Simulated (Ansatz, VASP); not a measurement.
# Two plane-wave programs on SiC

```
CELL_PARAMETERS angstrom
3.10528 0.00000 0.00000
-1.55264 2.68925 0.00000
0.00000 0.00000 15.22040
ATOMIC_POSITIONS crystal
Si 0.00000 0.00000 0.12505
Si 0.00000 0.00000 0.62505
Si 0.33333 0.66667 0.29183
Si 0.66667 0.33333 0.79183
Si 0.33333 0.66667 0.95832
Si 0.66667 0.33333 0.45832
C 0.00000 0.00000 0.99967
C 0.00000 0.00000 0.49967
C 0.33333 0.66667 0.16683
C 0.66667 0.33333 0.66683
C 0.33333 0.66667 0.83331
C 0.66667 0.33333 0.33331
```

Change from the starting cell: volume scaled by 1.01, ions relaxed.

Alike in both runs: functional PBE; k mesh 10 × 10 × 2; occupations fermi-dirac, width 0.02 eV; no spin polarisation.

Ansatz relaxed the structure, and its values are those at the end. VASP's run is a single point on that final structure, the one shown.

|  | VASP | Ansatz |
| --- | --- | --- |
| version | VASP 6.6.1 | Ansatz 0.2.0 |
| potentials or method | VASP PAW PBE potentials, release 64 (Si, C) | plane-wave PAW, scalar-relativistic |
| plane-wave cutoff (eV) | 520 | 420 |
| valence electrons in the cell | 48 | 48 |

Ansatz gave:

```
gap on the k mesh at the Fermi level (eV) : 2.04
pressure (GPa)                            : -1.9
rms of the force components (eV/Å)        : 0.003
```

**Question.** Estimate VASP's values.

**Answer.** gap on the k mesh at the Fermi level (eV): 2.03; pressure (GPa): -1.9; rms of the force components (eV/Å): 0.003.

Ansatz's warnings: stress scf threshold loose.
